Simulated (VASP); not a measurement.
Crystal: Ca2TeSe.

```
CELL_PARAMETERS angstrom
4.36678 0.00000 0.00000
0.00000 4.36678 0.00000
0.00000 0.00000 6.17485
ATOMIC_POSITIONS crystal
Se 0.00000 0.00000 0.00000
Ca 0.00000 0.00000 0.50000
Ca 0.50000 0.50000 0.00000
Te 0.50000 0.50000 0.50000
```

Base run:

| Quantity | Value |
| --- | --- |
| Program | VASP 6.6.1 |
| Functional | PBE |
| Potentials or basis | VASP PAW PBE potentials, release 64 (Se, Ca_sv, Te) |
| Cutoff | 520 eV |
| k mesh | 6 × 6 × 4 |
| Occupations | gaussian, width 0.01 eV |
| Spin | no spin polarisation |

Its results: band gap on the k mesh 1.71 eV; pressure 0.5 GPa.

**Question.** The run is repeated on the same cell with these changes: functional from PBE to r2SCAN. What comes out?

**Answer.** Band gap on the k mesh 2.15 eV; pressure 0.2 GPa.

Caveats: spin-orbit coupling is left out, which moves the levels of the heavy elements; the PAW data sets were made with another functional, which shifts forces and pressure a little (at least some runs).

A k mesh can miss the band edges.
